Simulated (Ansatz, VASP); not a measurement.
**One calculation of SnO, two programs**

```xyz
2
Lattice="0.0000 2.5370 2.5669 2.5370 0.0000 2.5669 2.5370 2.5370 0.0000" Properties=species:S:1:pos:R:3 pbc="T T T"
Sn    0.0000    0.0000    0.0000
O     2.5370    2.5370    2.5669
```

Change from the starting cell: uniaxial_z strain +1.2%.

Alike in both runs: task single point; functional r2SCAN; k mesh 8 × 8 × 8; occupations fermi-dirac, width 0.02 eV; no spin polarisation.

|  | VASP | Ansatz |
| --- | --- | --- |
| version | VASP 6.6.1 | Ansatz 0.2.0 |
| potentials or method | VASP PAW PBE potentials, release 64 (Sn_d, O) | plane waves, PAW |
| plane-wave cutoff (eV) | 520 | 500 |
| valence electrons in the cell | 20 | 20 |

VASP gave:

```
gap on the k mesh at the Fermi level (eV)                     : 0.98
pressure (GPa)                                                : -1.0
traceless stress, the component that is largest in VASP (GPa) : -0.56
```

Q: Estimate Ansatz's values.

A: gap on the k mesh at the Fermi level (eV): 0.98; pressure (GPa): -1.1; traceless stress, the component that is largest in VASP (GPa): -0.53.

VASP's potentials were made for PBE, not for r2SCAN. With one functional, cell and mesh, what is left measures potentials, basis and numerics.
